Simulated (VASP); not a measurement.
Runs of VASP 6.6.1 on B5C. The structure is that of space group P6/mmm (No. 191), or close to it. The cells are those of the table. The cell was generated, and may not be a known phase.

```tsv
task	spin	cell	k mesh	cutoff (eV)	gap on the mesh (eV)	pressure (GPa)	moment (μB)	relaxed volume (Å³/atom)
single point	off	a = 4.207, b = 4.207, c = 3.520 Å, angles 90.0, 90.0, 120.0°, 6 atoms	6 × 6 × 6	520	none	-36.2	-	-
single point	collinear	a = 4.102, b = 4.102, c = 2.859 Å, angles 90.0, 90.0, 120.0°, 6 atoms	6 × 6 × 6	520	none	-0.3	0.00	-
relaxation of cell and atoms	off	relaxed from a = 4.102, b = 4.102, c = 2.859 Å, angles 90.0, 90.0, 120.0°, 6 atoms	12 × 12 × 14	600	-	0.1	-	(a)
relaxation of cell and atoms	off	relaxed from a = 4.207, b = 4.207, c = 3.520 Å, angles 90.0, 90.0, 120.0°, 6 atoms	6 × 6 × 6	600	-	0.0	-	6.92
single point	off	a = 4.102, b = 4.102, c = 2.859 Å, angles 90.0, 90.0, 120.0°, 6 atoms	6 × 6 × 6	520	none	-0.3	-	-
single point	off	a = 4.091, b = 4.091, c = 2.868 Å, angles 90.0, 90.0, 120.0°, 6 atoms	12 × 12 × 14	520	none	-0.1	-	-
single point	collinear	a = 4.207, b = 4.207, c = 3.520 Å, angles 90.0, 90.0, 120.0°, 6 atoms	6 × 6 × 6	520	none	-36.2	0.00	-
```

Alike in all rows: level PBE; potentials or basis VASP PAW PBE potentials, release 64 (B, C); smearing gaussian 0.1 eV.

Question: Fill in the values left out.

Answer: (a) 6.91.

Caveats: some runs use coarse meshes; the stress differs along the axes, from -45 to -32 GPa (at least some runs); the highest band is partly filled, so the run has too few bands (at least some runs); the volume moved by over 15 % at a fixed basis, so the end points are rough (at least some runs).

A gap of «none» marks levels without a gap at the run's occupations.
